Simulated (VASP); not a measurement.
# I (Pm-3m) in VASP: notebook

I is run at these levels: PBEsol; tasks: single point.

Everything below comes from runs of VASP 6.6.1. Logs are shortened: lines on timing, memory, paths and dates and some standing lists are left out, and cuts for length are marked.

**1. The cell of the first run**

The structure is cubic, space group Pm-3m (No. 221). The conventional cell has a = 3.072 Å, b = 3.072 Å, c = 3.072 Å, α = 90.00°, β = 90.00°, γ = 90.00°. I (site symmetry m-3m) has 6 I at 3.07 Å within 4.0 Å.

**2. Single point, PBEsol (volume scaled by 0.75)**

INCAR reads:

```
  ALGO = Normal
  EDIFF = 1E-6
  ENCUT = 520
  GGA = PS
  ISIF = 2
  ISMEAR = -1
  LASPH = T
  LCHARG = T
  LELF = T
  LREAL = F
  LVHAR = T
  LWAVE = F
  NBANDS = 10
  NELM = 80
  PREC = Accurate
  SIGMA = 0.1
```

KPOINTS reads:

```
k-points
0
Gamma
  11 11 11
```

POSCAR reads:

```
I
1.0
    3.0721620195      0.0000000000      0.0000000000
    0.0000000000      3.0721620195      0.0000000000
    0.0000000000      0.0000000000      3.0721620195
I
1
Direct
    0.0000000000      0.0000000000      0.0000000000
```

Potentials or basis: VASP PAW PBE potentials, release 64 (I).

Command:

```bash
> cat potpaw_PBE.64/I/POTCAR > POTCAR
> mpirun -np 1 vasp_std > vasp.out
```

OUTCAR:

```text
EDIFF = 1E-6
   ENCUT = 520
   GGA = PS
   ISIF = 2
   ISMEAR = -1
   LASPH = T
   LREAL = F
   NELM = 80
   PREC = Accurate

 ion  position               nearest neighbor table
   1  0.000  0.000  0.000-

  LATTYP: Found a simple cubic cell.
 ALAT       =     3.0721620195

  Lattice vectors:

 A1 = (   3.0721620195,   0.0000000000,   0.0000000000)
 A2 = (   0.0000000000,   3.0721620195,   0.0000000000)
 A3 = (   0.0000000000,   0.0000000000,   3.0721620195)

Analysis of symmetry for initial positions (statically):
=====================================================================
 Subroutine PRICEL returns:
 Original cell was already a primitive cell.

 Routine SETGRP: Setting up the symmetry group for a
 simple cubic supercell.

 Subroutine GETGRP returns: Found 48 space group operations
[... 9 lines left out ...]

 Routine SETGRP: Setting up the symmetry group for a
 simple cubic supercell.

 Subroutine GETGRP returns: Found 48 space group operations
[... 11 lines left out ...]
                                     Primitive cell

  volume of cell :      28.9956

  direct lattice vectors                    reciprocal lattice vectors
     3.072162019  0.000000000  0.000000000     0.325503666  0.000000000  0.000000000
     0.000000000  3.072162019  0.000000000     0.000000000  0.325503666  0.000000000
     0.000000000  0.000000000  3.072162019     0.000000000  0.000000000  0.325503666

  length of vectors
     3.072162019  3.072162019  3.072162019     0.325503666  0.325503666  0.325503666

  position of ions in fractional coordinates (direct lattice)
     0.000000000  0.000000000  0.000000000

  ion indices of the primitive-cell ions
   primitive index   ion index
                 1           1

----------------------------------------------------------------------------------------

 KPOINTS: k-points

Automatic generation of k-mesh.
 Grid dimensions read from file:
 generate k-points for:   11   11   11

 Generating k-lattice:

  Cartesian coordinates                     Fractional coordinates (reciprocal lattice)
     0.029591242  0.000000000  0.000000000     0.090909091  0.000000000  0.000000000
     0.000000000  0.029591242  0.000000000     0.000000000  0.090909091  0.000000000
     0.000000000  0.000000000  0.029591242     0.000000000  0.000000000  0.090909091

  Length of vectors
[... 54 lines left out ...]
   NELM   =     80;   NELMIN=  2; NELMDL= -5     # of ELM steps
   EDIFF  = 0.1E-05   stopping-criterion for ELM
   LREAL  =      F    real-space projection
   EDIFFG = 0.1E-04   stopping-criterion for IOM
   NSW    =      0    number of steps for IOM
   IBRION =     -1    ionic relax: 0-MD 1-quasi-New 2-CG
   NFREE  =      0    steps in history (QN), initial steepest desc. (CG)
   ISIF   =      2    stress and relaxation
   ISYM   =      2    0-nonsym 1-usesym 2-fastsym
   POTIM  = 0.5000    time-step for ionic-motion
   TEBEG  =    0.0;   TEEND  =   0.0 temperature during run
   PSTRESS=    0.0 pullay stress
   NELECT =       7.0000    total number of electrons
   NUPDOWN=      -1.0000    fix difference up-down
   EMIN   =  10.00;   EMAX   =-10.00  energy-range for DOS
   EFERMI =   0.00;   METHOD = LEGACY
   ISMEAR =    -1;   SIGMA  =   0.10  broadening in eV -4-tet -1-fermi 0-gaus
   EFERMI_NEDOS =   21; number of points for ismear=-14 and -15
   IALGO  =     38    algorithm
   IMIX   =      4    mixing-type and parameters
     AMIX     =   0.40;   BMIX     =  1.00
     AMIX_MAG =   1.60;   BMIX_MAG =  1.00
  volume/ion in A,a.u.               =      29.00       195.67
  Fermi-wavevector in a.u.,A,eV,Ry     =   1.019366  1.926322 14.137904  1.039107
  Thomas-Fermi vector in A             =   2.152876
   LORBIT       =      0    0 simple, 1 ext, 2 COOP (PROOUT), +10 PAW based schemes
   GGA     = PS    functional components
   LHFCALC =     F    Hartree Fock is set to
   AEXX    =    0.0000 exact exchange contribution
   IVDW    =     0    specifies the selected vdW correction
   LEPSILON=     F    determine dielectric tensor
   LRPA    =     F    only Hartree local field effects (RPA)
 non-spin polarized calculation
  energy-cutoff  :      520.00
  volume of cell :       29.00
 maximum number of plane-waves:       800
 NGX is ok and might be reduce to    24
   NGX = 11   NGY = 11   NGZ = 11

 number of electron       7.0000000 magnetization

 Free energy of the ion-electron system (eV)
  ---------------------------------------------------
  ext. energy  EPLUGINS =         0.00000000
  ---------------------------------------------------
  free energy    TOTEN  =        -1.08290597 eV

  energy without entropy =       -1.05694891  energy(sigma->0) =       -1.06992744

 E-fermi :   8.1290     XC(G=0):  -9.9537

 val. band max:        8.0990579726   @ k =   0.1818   0.0000   0.0000
 cond. band min:       8.1387954553   @ k =   0.4545   0.0909   0.0000
 fundamental gap:      0.0397374828
 Fermi energy:         8.1290335650

 k-point     1 :       0.0000    0.0000    0.0000
  band No.  band energies     occupation
      1      -8.2375      2.00000
      2       7.7612      1.95074
      3       7.7612      1.95074
      4       7.7612      1.95074
      5      13.4466      0.00000
      6      13.4466      0.00000
      7      13.8877      0.00000
      8      25.9159      0.00000
      9      25.9159      0.00000
     10      25.9159      0.00000
[... 287 lines left out ...]
 k-point    24 :       0.2727    0.0909    0.0909
  band No.  band energies     occupation
      1      -7.2016      2.00000
      2       3.0707      2.00000
      3       7.4979      1.99638
      4       7.5808      1.99172
      5      15.6058      0.00000
      6      15.7202      0.00000
      7      18.4162      0.00000
      8      18.7844      0.00000
      9      21.2861      0.00000
     10      23.0446      0.00000

 [... further k-points ...]

------------------------ aborting loop because EDIFF is reached ----------------------------------------

  FORCE on cell =-STRESS in cart. coord.  units (eV):
  Direction    XX          YY          ZZ          XY          YZ          ZX
  --------------------------------------------------------------------------------------
  -------------------------------------------------------------------------------------
  Total        3.2329358      3.2329358      3.2329358      0.0000000     -0.0000000      0.0000000
  in kB      178.6386061    178.6386061    178.6386061      0.0000000     -0.0000000      0.0000000
  external PRESSURE =     178.6386061 kB  Pullay stress =       0.0000000 kB

 VOLUME and BASIS-vectors are now :
 -----------------------------------------------------------------------------
  energy-cutoff  :      520.00
  volume of cell :       29.00
      direct lattice vectors                 reciprocal lattice vectors
     3.072162019  0.000000000  0.000000000     0.325503666  0.000000000  0.000000000
     0.000000000  3.072162019  0.000000000     0.000000000  0.325503666  0.000000000
     0.000000000  0.000000000  3.072162019     0.000000000  0.000000000  0.325503666

 POSITION                                       TOTAL-FORCE (eV/Angst)
 -----------------------------------------------------------------------------------
      0.00000      0.00000      0.00000         0.000000      0.000000      0.000000
 -----------------------------------------------------------------------------------
    total drift:                                0.000000      0.000000      0.000000

  FREE ENERGIE OF THE ION-ELECTRON SYSTEM (eV)
  ---------------------------------------------------
  free  energy   TOTEN  =        -1.0829059654 eV

  energy  without entropy=       -1.0569489109  energy(sigma->0) =       -1.06992744
```

stdout:

```text
POSCAR found type information on POSCAR I
 POSCAR found :  1 types and       1 ions
 scaLAPACK will be used
 -----------------------------------------------------------------------------
|                                                                             |
|                                                                             |
|     You enforced a specific xc type in the INCAR file but a different       |
|     I HOPE YOU KNOW WHAT YOU ARE DOING!                                     |
|                                                                             |
 -----------------------------------------------------------------------------

 LDA part: xc-table for (Slater+PW92), standard interpolation
 POSCAR, INCAR and KPOINTS ok, starting setup
 FFT: planning ... GRIDC
 FFT: planning ... GRID_SOFT
 FFT: planning ... GRID
 WAVECAR not read
 entering main loop
```

It took 7.5 s on 1 thread of Intel Xeon Platinum 8259CL at 2.50GHz (Skylake/Cascade Lake), shared host; peak memory 0.14 GiB.

Results:

```
Free energy : -1.0829 eV
Pressure    : 17.9 GPa
```

Levels at points of the mesh, in eV from the Fermi level:
```csv
k point,band 1,band 2,band 3,band 4,band 5,band 6,band 7,band 8
"(0.00, 0.00, 0.00)",-16.37,-0.37,-0.37,-0.37,5.32,5.32,5.76,17.79
```

Caveat: the PAW data sets were made with another functional, which shifts forces and pressure a little; spin-orbit coupling is left out, which moves the levels of the heavy elements; an odd number of electrons without spin polarisation forces a metal; a magnetic or distorted state may lie lower.

**3. Single point, PBEsol (volume scaled by 0.95)**

INCAR reads:

```
PREC = Accurate
ENCUT = 520
EDIFF = 1E-6
ISMEAR = -1
SIGMA = 0.1
LREAL = False
LASPH = True
NELM = 100
ALGO = Normal
ISIF = 2
LWAVE = False
LCHARG = False
GGA = PS
NBANDS = 10
```

KPOINTS reads:

```
regular mesh
0
Gamma
  11 11 11
```

POSCAR reads:

```
I
1.0
    3.3240297067      0.0000000000      0.0000000000
    0.0000000000      3.3240297067      0.0000000000
    0.0000000000      0.0000000000      3.3240297067
I
1
Direct
    0.0000000000      0.0000000000      0.0000000000
```

Potentials or basis: VASP PAW PBE potentials, release 64 (I).

Command:

```bash
> cat potpaw_PBE.64/I/POTCAR > POTCAR
> mpirun -np 1 vasp_std > vasp.out
```

It took 16 s on 1 thread of Intel Xeon Platinum 8259CL at 2.50GHz (Skylake/Cascade Lake), shared host; peak memory 0.16 GiB.

It converged, with:

- Free energy: -1.4755 eV
- Pressure: 1.7 GPa

Levels at points of the mesh, in eV from the Fermi level:
| k point | band 2 | band 3 | band 4 | band 5 | band 6 | band 7 |
| --- | --- | --- | --- | --- | --- | --- |
| (0.00, 0.00, 0.00) | -0.21 | -0.21 | -0.21 | 5.36 | 6.16 | 6.16 |

Caveat: the PAW data sets were made with another functional, which shifts forces and pressure a little; spin-orbit coupling is left out, which moves the levels of the heavy elements; an odd number of electrons without spin polarisation forces a metal; a magnetic or distorted state may lie lower.
